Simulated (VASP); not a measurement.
## SrO: single point with PBE

Crystal: SrO.

```xyz
4
Lattice="4.2700 0.0000 0.0000 -2.1350 3.6980 0.0000 0.0000 0.0000 5.1444" Properties=species:S:1:pos:R:3 pbc="T T T"
Sr    0.0000    2.4653   -0.3215
Sr    2.1350    1.2327    2.2507
O     0.0000    2.4653    2.2507
O     2.1350    1.2327    4.8229
```

```yaml
Program: VASP 6.6.1
Task: single point
Functional: PBE
Potentials_or_basis: VASP PAW PBE potentials, release 64 (Sr_sv, O)
Cutoff: 520 eV
k_mesh: 6 × 6 × 4
Occupations: gaussian, width 0.01 eV
Spin: no spin polarisation
Dipole_correction: no
Further_INCAR_settings: ALGO = Normal; EDIFF = 1e-06; NBANDS = 24
```

```json
{
 "Pressure": "1.7 GPa",
 "Band gap on the k mesh": "2.64 eV"
}
```

Stress tensor (GPa, compression positive):
```
1.57 0.00 0.00
0.00 1.57 0.00
0.00 0.00 2.03
```

Levels at points of the mesh, in eV from the valence-band top:
```tsv
k point	band 14	band 15	band 16	band 17	band 18	band 19
(0.00, 0.00, 0.00)	-0.90	-0.33	0.00	2.64	6.12	6.12
(0.50, 0.00, 0.00)	-0.36	-0.34	-0.27	4.29	4.83	5.06
(0.00, 0.00, 0.50)	-1.10	-1.10	-1.10	4.34	4.34	7.86
(0.50, 0.00, 0.50)	-0.91	-0.44	-0.44	4.93	4.93	7.39
```

Run time: 58 s on 1 thread of Intel Xeon 8259CL, on a shared host, peak memory 0.21 GiB.
